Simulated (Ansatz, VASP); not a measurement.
SiNi3: VASP beside Ansatz

```xyz
4
Lattice="3.5182 0.0000 0.0000 0.0000 3.5182 0.0000 0.0000 0.0000 3.5182" Properties=species:S:1:pos:R:3 pbc="T T T"
Ni    1.7591    1.7591    0.0000
Ni    1.7591    0.0000    1.7591
Ni    0.0000    1.7591    1.7591
Si    0.0000    0.0000    0.0000
```

Alike in both runs: task single point; functional PBEsol; k mesh 8 × 8 × 8; occupations fermi-dirac, width 0.05 eV; collinear spin.

|  | VASP | Ansatz |
| --- | --- | --- |
| version | VASP 6.6.1 | Ansatz 0.2.0 |
| potentials or method | VASP PAW PBE potentials, release 64 (Ni, Si) | Ansatz PAW |
| plane-wave cutoff (eV) | 520 | 420 |
| valence electrons in the cell | 34 | 58 |

```csv
,VASP,Ansatz,Ansatz less VASP
gap on the k mesh at the Fermi level (eV),none,none,-
pressure (GPa),-10.3,-10.5,-0.23
net moment per atom (μB),0.00,0.00,0.000
```

VASP's potentials were made for PBE, not for PBEsol. A gap of «none» marks a metal or a gap that the smearing closes. VASP's potentials hold 34 valence electrons a cell and Ansatz's 58, so a difference there can come from the potentials and not from the codes.
